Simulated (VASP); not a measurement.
**NbSi (rocksalt type): electric field gradients with PBE**

Crystal: NbSi (rocksalt type).

```
Nb Si
1.0
     0.00000    2.57365    2.57365
     2.57365    0.00000    2.57365
     2.57365    2.57365    0.00000
Nb Si
1 1
Cartesian
  0.0000 0.0000 0.0000
  2.5737 2.5737 2.5737
```

```
Program                : VASP 6.6.1
Task                   : electric field gradients
Functional             : PBE
Potentials or basis    : VASP PAW PBE potentials, release 64 (Nb_sv, Si)
Cutoff                 : 520 eV
k mesh                 : 14 × 14 × 14
Occupations            : fermi-dirac, width 0.05 eV
Spin                   : no spin polarisation
Dipole correction      : no
Further INCAR settings : ALGO = Normal; EDIFF = 1e-08; NBANDS = 16
```

The pressure is -0.2 GPa. The band gap on the k mesh is zero (an odd number of electrons rules out a gap without spin polarisation). The largest electric field gradient by atom is zero within the noise of the run.

Levels at points of the mesh, in eV from the Fermi level:
```csv
k point,band 5,band 6,band 7,band 8,band 9,band 10,band 11,band 12
"(0.00, 0.00, 0.00)",-10.71,-1.28,-1.28,-1.28,-0.75,-0.75,2.37,2.37
"(0.50, 0.00, 0.00)",-7.28,-5.95,-3.23,-3.23,1.25,1.25,2.48,4.32
"(0.50, 0.50, 0.00)",-8.45,-3.54,-3.21,-0.01,-0.01,0.31,1.92,1.92
```

Run time: 94 s on 1 thread of Intel Xeon 8259CL (shared host), peak memory 0.2 GiB.
